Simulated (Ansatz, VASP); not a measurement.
**One calculation of TiN, two programs**

```
Ti N
1.0
     0.00000    2.10776    2.10776
     2.10776    0.00000    2.10776
     2.10776    2.10776    0.00000
Ti N
1 1
Direct
  0.00000 0.00000 0.00000
  0.50000 0.50000 0.50000
```

Change from the starting cell: volume scaled by 0.98, crystal datasets.

Alike in both runs: task electric field gradients; functional PBEsol; k mesh 17 × 17 × 17; occupations fermi-dirac, width 0.05 eV; no spin polarisation.

```csv
,VASP,Ansatz
version,VASP 6.6.1,Ansatz 0.2.0
potentials or method,"VASP PAW PBE potentials, release 64 (Ti_sv, N), cutoff 520 eV","all-electron PAW with datasets made for the crystal, scalar-relativistic"
```

|  | VASP | Ansatz | Ansatz less VASP |
| --- | --- | --- | --- |
| pressure (GPa) | -1.9 | -2.4 | -0.49 |

VASP's potentials were made for PBE, not for PBEsol. Ansatz ran all-electron here, and VASP with PAW potentials.
